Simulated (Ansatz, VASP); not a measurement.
# Bi3H8: VASP beside Ansatz

```
Bi H
1.0
     4.99610    0.00000    0.00000
     0.00000    4.99610    0.00000
     0.00000    0.00000   10.13225
Bi H
3 8
Cartesian
  2.4981 0.0000 4.9437
  0.0000 2.4981 4.9437
  0.0000 0.0000 6.8810
  3.4832 0.9863 0.6564
  1.5129 4.0098 0.6564
  4.0098 3.4832 0.6564
  0.9863 1.5129 0.6564
  3.4832 4.0098 0.6564
  1.5129 0.9863 0.6564
  4.0098 1.5129 0.6564
  0.9863 3.4832 0.6564
```

Alike in both runs: functional PBE; k mesh 8 × 8 × 4; occupations gaussian, width 0.1 eV; no spin polarisation.

Ansatz relaxed the structure, and its values are those at the end. VASP's run is a single point on that final structure, the one shown.

|  | VASP | Ansatz |
| --- | --- | --- |
| version | VASP 6.6.1 | Ansatz 0.2.0 |
| potentials or method | VASP PAW PBE potentials, release 64 (Bi_d, H), cutoff 520 eV | scalar-relativistic, plane waves, PAW |
| valence electrons in the cell | 53 | 53 |

```tsv
	VASP	Ansatz	Ansatz less VASP
gap on the k mesh at the Fermi level (eV)	none	none	-
pressure (GPa)	-0.1	0.0	+0.11
rms of the force components (eV/Å)	0.004	0.002	-0.0019
```

A gap of «none» marks a metal or a gap that the smearing closes. The functional is the same, so the differences come from potentials, cutoffs and numerics. Ansatz's warnings: xc potential rough in thin density.

Spin-orbit coupling is off throughout.
